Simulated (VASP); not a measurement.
Crystal: CsTaB.

```
CELL_PARAMETERS angstrom
-2.05079 2.67181 2.86659
2.05079 -2.67181 2.86659
2.05079 2.67181 -2.86659
ATOMIC_POSITIONS crystal
Cs 0.00000 0.50000 0.50000
Ta 0.50000 0.00000 0.50000
B 0.50000 0.50000 0.00000
```

The cell was generated, and may not be a known phase.

```yaml
Program: VASP 6.6.1
Task: relaxation of cell and atoms
Functional: PBE
Potentials_or_basis: VASP PAW PBE potentials, release 64 (Cs_sv, Ta_pv, B)
Cutoff: 600 eV
k_mesh: 6 × 6 × 6
Occupations: gaussian, width 0.1 eV
Spin: no spin polarisation
```

At the start: pressure 19.5 GPa; volume 20.94 Å³/atom.

Problem. How do energy, volume and symmetry change on relaxing?

Solution. Over 20 steps the energy falls by 656.2 meV/atom and the volume is 38.47 Å³/atom (+83.7 %); space group Immm (No. 71, to 0.1 Å) before and after.

The path:
| step | energy change (eV) | largest force (eV/Å) | pressure (GPa) | volume (Å³) |
| --- | --- | --- | --- | --- |
| 1 | 0.0000 | 0.0000 | 19.47 | 62.83 |
| 2 | -1.1132 | 0.0000 | -1.24 | 88.86 |
| 3 | -1.1272 | 0.0000 | 0.18 | 85.12 |
| 4 | -1.5928 | 0.0000 | 0.72 | 90.83 |
| 5 | -1.2656 | 0.0000 | 8.47 | 101.45 |
| 6 | -1.8100 | 0.0000 | 2.06 | 94.72 |
| 7 | -1.8182 | 0.0000 | 3.39 | 96.63 |
| 8 | -1.8250 | 0.0000 | 2.99 | 96.11 |
| 9 | -1.9400 | 0.0000 | 0.03 | 110.70 |
| 10 | -1.9411 | 0.0000 | -0.26 | 112.65 |
| 11 | -1.9539 | 0.0000 | 0.16 | 115.11 |
| 12 | -1.9539 | 0.0000 | 0.16 | 115.17 |
| 13 | -1.9631 | 0.0000 | -0.33 | 117.43 |
| 14 | -1.9633 | 0.0000 | -0.44 | 117.87 |
| 15 | -1.9669 | 0.0000 | 0.00 | 116.90 |
| 16 | -1.9669 | 0.0000 | -0.08 | 117.05 |
| 17 | -1.9683 | 0.0000 | -0.17 | 116.40 |
| 18 | -1.9683 | 0.0000 | -0.17 | 116.34 |
| 19 | -1.9687 | 0.0000 | 0.04 | 115.21 |
| 20 | -1.9687 | 0.0000 | 0.01 | 115.41 |

Final structure:
```xyz
3
Lattice="-2.0705 3.6161 3.8537 2.0705 -3.6161 3.8537 2.0705 3.6161 -3.8537" Properties=species:S:1:pos:R:3 pbc="T T T"
Cs    2.0705    0.0000    0.0000
Ta    0.0000    3.6161    0.0000
B     0.0000    0.0000    3.8537
```

Caveat: the volume moved by over 15 % at a fixed basis, so the end points are rough.
